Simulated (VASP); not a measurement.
Input of a VASP 6.6.1 run:

Contents of POSCAR:

```
AlN
1.0
    3.1050073568      0.0000000000      0.0000000000
   -1.5525036784      2.6890152499      0.0000000000
    0.0000000000      0.0000000000      4.9684803541
Al N
2 2
Direct
    0.3333333333      0.6666666667     -0.0010060602
    0.6666666667      0.3333333333      0.4989939398
    0.3333333333      0.6666666667      0.3810060602
    0.6666666667      0.3333333333      0.8810060602
```

File INCAR.step1:

```
PREC     = Accurate       # precision mode
ENCUT    = 520            # plane-wave cutoff, eV
EDIFF    = 1E-5           # SCF threshold, eV
ISMEAR   = -1             # smearing method
SIGMA    = 0.02           # smearing width, eV
LREAL    = F              # projectors in reciprocal space
LASPH    = T              # aspherical terms in the spheres
NELM     = 80             # most SCF steps
ALGO     = Normal         # electronic algorithm
ISIF     = 2              # what is computed and relaxed
LWAVE    = T              # write WAVECAR
GGA      = PE             # functional
NBANDS   = 16             # bands
```

File INCAR.step2:

```
PREC     = Accurate       # precision mode
ENCUT    = 520            # plane-wave cutoff, eV
EDIFF    = 1E-6           # SCF threshold, eV
ISMEAR   = -1             # smearing method
SIGMA    = 0.02           # smearing width, eV
LREAL    = F              # projectors in reciprocal space
LASPH    = T              # aspherical terms in the spheres
NELM     = 80             # most SCF steps
ALGO     = Normal         # electronic algorithm
ISIF     = 2              # what is computed and relaxed
LWAVE    = F              # write WAVECAR
LCHARG   = T              # write CHGCAR
GGA      = PE             # functional
LHFCALC  = T              # exact exchange
HFSCREEN = 0.2079         # screening, 1/A
PRECFOCK = Normal       
LELF     = T              # ELF
LVHAR    = T            
ISTART   = 1            
NBANDS   = 16             # bands
```

Contents of KPOINTS:

```
regular mesh
0
Gamma
  6 6 4
```

Potentials or basis: VASP PAW PBE potentials, release 64 (Al, N).

The run is started by

```sh
$ cat potpaw_PBE.64/Al/POTCAR potpaw_PBE.64/N/POTCAR > POTCAR
$ cp INCAR.step1 INCAR
$ mpirun -np 1 vasp_std > vasp.out
$ cp INCAR.step2 INCAR
$ mpirun -np 1 vasp_std > vasp.out
```

What does it give for the band gap on the k mesh?

5.61 eV.

Predict the pressure.

-0.2 GPa.

Stress tensor (GPa, compression positive):
```
-0.20  0.00  0.00
 0.00 -0.20  0.00
 0.00  0.00 -0.06
```

Caveat: the PAW data sets were made with another functional, which shifts forces and pressure a little.

**What was measured.**

From “Self-assembly of well-separated AlN nanowires directly on sputtered metallic TiN films”, 2019, arxiv:1910.07391, for a bulk crystal of AlN at 10 K: band gap 6.034 eV (an exciton energy, a little under the gap).

Measured gap of AlN: 6.034 eV (an exciton energy, a little under the gap; 10 K; quoted in “Self-assembly of well-separated AlN nanowires directly on sputtered metallic TiN films”, 2019, arxiv:1910.07391). This calculation gives 5.61 eV (-0.42 eV). 2 values of this kind are on record (6.034 to 6.0343 eV); this one was drawn at random. The value is that of HSE06, without temperature or zero-point motion.
